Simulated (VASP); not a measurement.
# Ru (P6_3/mmc) in VASP: further runs, part 2 of 2

VASP 6.6.1. The steps go on from the part before.

**3. Single point, PBE (strained)**

The input, INCAR:

```
SYSTEM = Ru
ALGO = Fast ; EDIFF = 1E-6
ENCUT = 520 ; GGA = PE
ISIF = 2 ; ISMEAR = 0
LASPH = .TRUE. ; LCHARG = .FALSE.
LREAL = .FALSE. ; LWAVE = .FALSE.
NBANDS = 21 ; NELM = 80
PREC = Accurate ; SIGMA = 0.1
```

The input, KPOINTS:

```
k-points
0
G
  18 18 10
  0 0 0
```

The input, POSCAR:

```
Ru
1.0
    2.8786728537      0.0000000000      0.0000000000
   -1.4393364268      2.4930038205      0.0000000000
    0.0000000000      0.0000000000      4.1700995910
Ru
2
Direct
    0.3333333333      0.6666666667      0.2500000000
    0.6666666667      0.3333333333      0.7500000000
```

Potentials or basis: VASP PAW PBE potentials, release 64 (Ru_pv).

The run is started by

```console
$ cat potpaw_PBE.64/Ru_pv/POTCAR > POTCAR
$ mpirun -np 1 vasp_std > vasp.out
```

OUTCAR:

```text
SYSTEM = Ru
   EDIFF = 1E-6
   ENCUT = 520
   GGA = PE
   ISIF = 2
   ISMEAR = 0
   LASPH = .TRUE.
   LREAL = .FALSE.
   NELM = 80
   PREC = Accurate

 ion  position               nearest neighbor table
   1  0.333  0.667  0.250-   2 2.67   2 2.67   2 2.67   2 2.67   2 2.67   2 2.67
   2  0.667  0.333  0.750-   1 2.67   1 2.67   1 2.67   1 2.67   1 2.67   1 2.67

  LATTYP: Found a hexagonal cell.
 ALAT       =     2.8786728537
 C/A-ratio  =     1.4486187917

  Lattice vectors:

 A1 = (   2.8786728537,   0.0000000000,   0.0000000000)
 A2 = (  -1.4393364268,   2.4930038205,   0.0000000000)
 A3 = (   0.0000000000,   0.0000000000,   4.1700995910)

Analysis of symmetry for initial positions (statically):
=====================================================================
 Subroutine PRICEL returns:
 Original cell was already a primitive cell.

 Routine SETGRP: Setting up the symmetry group for a
 hexagonal supercell.

 Subroutine GETGRP returns: Found 24 space group operations
 (whereof 12 operations were pure point group operations)
 out of a pool of 24 trial point group operations.

The static configuration has the point symmetry D_3d.
 The point group associated with its full space group is D_6h.

Analysis of symmetry for dynamics (positions and initial velocities):
=====================================================================
 Subroutine PRICEL returns:
 Original cell was already a primitive cell.

 Routine SETGRP: Setting up the symmetry group for a
 hexagonal supercell.

 Subroutine GETGRP returns: Found 24 space group operations
 (whereof 12 operations were pure point group operations)
 out of a pool of 24 trial point group operations.

The dynamic configuration has the point symmetry D_3d.
 The point group associated with its full space group is D_6h.

 Subroutine INISYM returns: Found 24 space group operations
 (whereof 12 operations are pure point group operations),
 and found     1 'primitive' translations

----------------------------------------------------------------------------------------

[... 112 lines left out ...]
     AMIX_MAG =   1.60;   BMIX_MAG =  1.00
  volume/ion in A,a.u.               =      14.96       100.98
  Fermi-wavevector in a.u.,A,eV,Ry     =   1.601180  3.025792 34.882329  2.563779
  Thomas-Fermi vector in A             =   2.698199
   LORBIT       =      0    0 simple, 1 ext, 2 COOP (PROOUT), +10 PAW based schemes
   GGA     = PE    functional components
   LHFCALC =     F    Hartree Fock is set to
   AEXX    =    0.0000 exact exchange contribution
   IVDW    =     0    specifies the selected vdW correction
   LEPSILON=     F    determine dielectric tensor
   LRPA    =     F    only Hartree local field effects (RPA)
 non-spin polarized calculation
 RMM-DIIS sequential band-by-band and
 Gauss-broadening in eV      SIGMA  =   0.10
  energy-cutoff  :      520.00
  volume of cell :       29.93
 maximum number of plane-waves:       826
 NGX is ok and might be reduce to    24
   NGX = 11   NGY = 11   NGZ = 15

 number of electron      28.0000004 magnetization

 Free energy of the ion-electron system (eV)
  ---------------------------------------------------
  ext. energy  EPLUGINS =         0.00000000
  ---------------------------------------------------
  free energy    TOTEN  =       -18.16903645 eV

  energy without entropy =      -18.15798382  energy(sigma->0) =      -18.16351013

 E-fermi :  11.1853     XC(G=0): -13.5113

 val. band max:       11.1785530782   @ k =   0.3333   0.2778   0.3000
 cond. band min:      11.1885561328   @ k =   0.1667   0.0000   0.4000
 fundamental gap:      0.0100030546
 Fermi energy:        11.1853345320

 k-point     1 :       0.0000    0.0000    0.0000
  band No.  band energies     occupation
      1     -32.2630      2.00000
      2     -31.5696      2.00000
      3     -31.5696      2.00000
      4     -31.3743      2.00000
      5     -31.3743      2.00000
      6     -31.2797      2.00000
[... 565 lines left out ...]
     20      21.8861      0.00000
     21      23.0399      0.00000

 [... further k-points ...]

------------------------ aborting loop because EDIFF is reached ----------------------------------------

  FORCE on cell =-STRESS in cart. coord.  units (eV):
  Direction    XX          YY          ZZ          XY          YZ          ZX
  --------------------------------------------------------------------------------------
  -------------------------------------------------------------------------------------
  Total       -4.9866090     -4.9866090     -0.3248741     -0.0000000      0.0000000      0.0000000
  in kB     -266.9649326   -266.9649326    -17.3925808     -0.0000000      0.0000000      0.0000000
  external PRESSURE =    -183.7741486 kB  Pullay stress =       0.0000000 kB

 VOLUME and BASIS-vectors are now :
 -----------------------------------------------------------------------------
  energy-cutoff  :      520.00
  volume of cell :       29.93
      direct lattice vectors                 reciprocal lattice vectors
     2.878672854  0.000000000  0.000000000     0.347382301  0.200561265  0.000000000
    -1.439336427  2.493003820  0.000000000     0.000000000  0.401122530  0.000000000
     0.000000000  0.000000000  4.170099591     0.000000000  0.000000000  0.239802426

 POSITION                                       TOTAL-FORCE (eV/Angst)
 -----------------------------------------------------------------------------------
     -0.00000      1.66200      1.04252        -0.000000      0.000000      0.000000
      1.43934      0.83100      3.12757         0.000000     -0.000000      0.000000
 -----------------------------------------------------------------------------------
    total drift:                               -0.000000      0.000000     -0.000000

  FREE ENERGIE OF THE ION-ELECTRON SYSTEM (eV)
  ---------------------------------------------------
  free  energy   TOTEN  =       -18.1690364532 eV

  energy  without entropy=      -18.1579838152  energy(sigma->0) =      -18.16351013
```

OSZICAR:

```text
N       E                     dE             d eps       ncg     rms          rms(c)
DAV:   1     0.285603816067E+03    0.28560E+03   -0.17634E+04  9332   0.146E+03
DAV:   2    -0.138366951941E+02   -0.29944E+03   -0.29044E+03  9582   0.438E+02
DAV:   3    -0.195132917858E+02   -0.56766E+01   -0.56373E+01 10804   0.675E+01
DAV:   4    -0.195583059813E+02   -0.45014E-01   -0.44974E-01 12131   0.562E+00
DAV:   5    -0.195588700678E+02   -0.56409E-03   -0.56221E-03 10612   0.539E-01    0.144E+01
RMM:   6    -0.182294105018E+02    0.13295E+01   -0.30636E+00  9463   0.144E+01    0.325E+00
RMM:   7    -0.181751641046E+02    0.54246E-01   -0.27653E-01  9937   0.383E+00    0.887E-01
RMM:   8    -0.181693653158E+02    0.57988E-02   -0.20078E-02 10428   0.131E+00    0.349E-01
RMM:   9    -0.181690088091E+02    0.35651E-03   -0.23611E-03 10592   0.407E-01    0.441E-02
RMM:  10    -0.181690352169E+02   -0.26408E-04   -0.32685E-04 11004   0.134E-01    0.112E-02
RMM:  11    -0.181690375645E+02   -0.23475E-05   -0.57680E-05 11478   0.586E-02    0.438E-03
RMM:  12    -0.181690357296E+02    0.18349E-05   -0.11408E-05 10373   0.205E-02    0.326E-03
RMM:  13    -0.181690364532E+02   -0.72364E-06   -0.12736E-06  7555   0.870E-03
   1 F= -.18169036E+02 E0= -.18163510E+02  d E =-.110526E-01
```

stdout:

```text
POSCAR found type information on POSCAR Ru
 POSCAR found :  1 types and       2 ions
 scaLAPACK will be used
 LDA part: xc-table for (Slater+PW92), standard interpolation
 POSCAR, INCAR and KPOINTS ok, starting setup
 FFT: planning ... GRIDC
 FFT: planning ... GRID_SOFT
 FFT: planning ... GRID
 WAVECAR not read
 entering main loop
WARNING in EDDRMM: call to ZHEGV failed, returncode =   8  4     20
WARNING in EDDRMM: call to ZHEGV failed, returncode =   8  4     20
```

It took 2.7 min on 1 thread of Intel Xeon 8259CL, shared host; peak memory 0.23 GiB.

Results:

```
Free energy            : -18.1690 eV
Pressure               : -18.4 GPa
Band gap on the k mesh : zero (bands 14 and 15 overlap by 2.54 eV)
```

Stress tensor (GPa, compression positive):
```
-26.70   0.00   0.00
  0.00 -26.70   0.00
  0.00   0.00  -1.74
```

Caveat: the cell differs from its parent crystal (strained); the stress differs along the axes, from -27 to -2 GPa.

**4. Single point, PBE (strained)**

The input, INCAR:

```
SYSTEM = Ru
PREC = Accurate ; ENCUT = 520
EDIFF = 1E-6 ; ISMEAR = 0
SIGMA = 0.1 ; LREAL = .False.
LASPH = .True. ; NELM = 60
ALGO = Fast ; ISIF = 2
LWAVE = .False. ; LCHARG = .False.
GGA = PE ; NBANDS = 21
```

The input, KPOINTS:

```
regular mesh
0
Gamma
  18 18 10
  0 0 0
```

The input, POSCAR:

```
Ru
1.0
    2.8591640405      0.0000000000      0.0000000000
   -1.4295820202      2.4761086927      0.0000000000
    0.0000000000      0.0000000000      4.2676840920
Ru
2
Direct
    0.3333333333      0.6666666667      0.2500000000
    0.6666666667      0.3333333333      0.7500000000
```

Potentials or basis: VASP PAW PBE potentials, release 64 (Ru_pv).

The run is started by

```console
$ cat potpaw_PBE.64/Ru_pv/POTCAR > POTCAR
$ mpirun -np 1 vasp_std > vasp.out
```

OUTCAR:

```text
SYSTEM = Ru
   PREC = Accurate
   ENCUT = 520
   EDIFF = 1E-6
   ISMEAR = 0
   LREAL = .False.
   LASPH = .True.
   NELM = 60
   ISIF = 2
   GGA = PE

 ion  position               nearest neighbor table
   1  0.333  0.667  0.250-   2 2.70   2 2.70   2 2.70   2 2.70   2 2.70   2 2.70
   2  0.667  0.333  0.750-   1 2.70   1 2.70   1 2.70   1 2.70   1 2.70   1 2.70

  LATTYP: Found a hexagonal cell.
 ALAT       =     2.8591640405
 C/A-ratio  =     1.4926335221

  Lattice vectors:

 A1 = (   2.8591640405,   0.0000000000,   0.0000000000)
 A2 = (  -1.4295820202,   2.4761086927,   0.0000000000)
 A3 = (   0.0000000000,   0.0000000000,   4.2676840920)

Analysis of symmetry for initial positions (statically):
=====================================================================
 Subroutine PRICEL returns:
 Original cell was already a primitive cell.

 Routine SETGRP: Setting up the symmetry group for a
 hexagonal supercell.

 Subroutine GETGRP returns: Found 24 space group operations
 (whereof 12 operations were pure point group operations)
 out of a pool of 24 trial point group operations.

The static configuration has the point symmetry D_3d.
 The point group associated with its full space group is D_6h.
[... 161 lines left out ...]

  energy without entropy =      -18.19797216  energy(sigma->0) =      -18.20349014

 E-fermi :  11.0074     XC(G=0): -13.4595

 val. band max:       10.9971192977   @ k =   0.1667   0.0000   0.4000
 cond. band min:      11.0146253345   @ k =   0.1111   0.0000   0.4000
 fundamental gap:      0.0175060367
 Fermi energy:        11.0073550535

 k-point     1 :       0.0000    0.0000    0.0000
  band No.  band energies     occupation
      1     -32.3618      2.00000
      2     -31.6957      2.00000
      3     -31.6957      2.00000
      4     -31.5316      2.00000
      5     -31.5316      2.00000
      6     -31.4588      2.00000
[... 565 lines left out ...]
     20      21.7128      0.00000
     21      22.5052      0.00000

 [... further k-points ...]

------------------------ aborting loop because EDIFF is reached ----------------------------------------

  FORCE on cell =-STRESS in cart. coord.  units (eV):
  Direction    XX          YY          ZZ          XY          YZ          ZX
  --------------------------------------------------------------------------------------
  -------------------------------------------------------------------------------------
  Total       -5.0863000     -5.0863000     -2.1435447     -0.0000000      0.0000000      0.0000000
  in kB     -269.7189808   -269.7189809   -113.6690115     -0.0000000      0.0000000      0.0000000
  external PRESSURE =    -217.7023244 kB  Pullay stress =       0.0000000 kB

 VOLUME and BASIS-vectors are now :
 -----------------------------------------------------------------------------
  energy-cutoff  :      520.00
  volume of cell :       30.21
      direct lattice vectors                 reciprocal lattice vectors
     2.859164041  0.000000000  0.000000000     0.349752580  0.201929746  0.000000000
    -1.429582020  2.476108693  0.000000000     0.000000000  0.403859492  0.000000000
     0.000000000  0.000000000  4.267684092     0.000000000  0.000000000  0.234319124

 POSITION                                       TOTAL-FORCE (eV/Angst)
 -----------------------------------------------------------------------------------
     -0.00000      1.65074      1.06692         0.000000     -0.000000      0.000000
      1.42958      0.82537      3.20076        -0.000000      0.000000      0.000000
 -----------------------------------------------------------------------------------
    total drift:                                0.000000     -0.000000      0.000000

  FREE ENERGIE OF THE ION-ELECTRON SYSTEM (eV)
  ---------------------------------------------------
  free  energy   TOTEN  =       -18.2090081175 eV

  energy  without entropy=      -18.1979721569  energy(sigma->0) =      -18.20349014
```

stdout:

```text
POSCAR found type information on POSCAR Ru
 POSCAR found :  1 types and       2 ions
 scaLAPACK will be used
 LDA part: xc-table for (Slater+PW92), standard interpolation
 POSCAR, INCAR and KPOINTS ok, starting setup
 FFT: planning ... GRIDC
 FFT: planning ... GRID_SOFT
 FFT: planning ... GRID
 WAVECAR not read
 entering main loop
```

Wall time 2.9 min (1 thread of Intel Xeon 8259CL, shared host); peak memory 0.23 GiB.

What came out:

```
Free energy            : -18.2090 eV
Pressure               : -21.8 GPa
Band gap on the k mesh : zero (bands 14 and 15 overlap by 2.71 eV)
```

Stress tensor (GPa, compression positive):
```
-26.97   0.00   0.00
  0.00 -26.97   0.00
  0.00   0.00 -11.37
```

Caveat: the cell differs from its parent crystal (strained); the stress differs along the axes, from -27 to -11 GPa.

**5. Summary**

```csv
cell,gap on the mesh (eV),pressure (GPa)
"a = 2.732, b = 2.732, c = 4.581 Å, angles 90.0, 90.0, 120.0°, 2 atoms",none,-18.7
"a = 2.879, b = 2.879, c = 4.170 Å, angles 90.0, 90.0, 120.0°, 2 atoms",none,-18.4
"a = 2.859, b = 2.859, c = 4.268 Å, angles 90.0, 90.0, 120.0°, 2 atoms",none,-21.8
```

Alike in all rows: task single point; level PBE; potentials or basis VASP PAW PBE potentials, release 64 (Ru_pv); no spin polarisation; k mesh 18 × 18 × 10; cutoff (eV) 520; smearing gaussian 0.1 eV.

Caveats: the stress differs along the axes, from -33 to -11 GPa (at least some runs); the stress differs along the axes, from -27 to -2 GPa (at least some runs); the stress differs along the axes, from -27 to -11 GPa (at least some runs).

Total energies depend on the potentials used, so only differences within one code and one set of settings carry meaning.
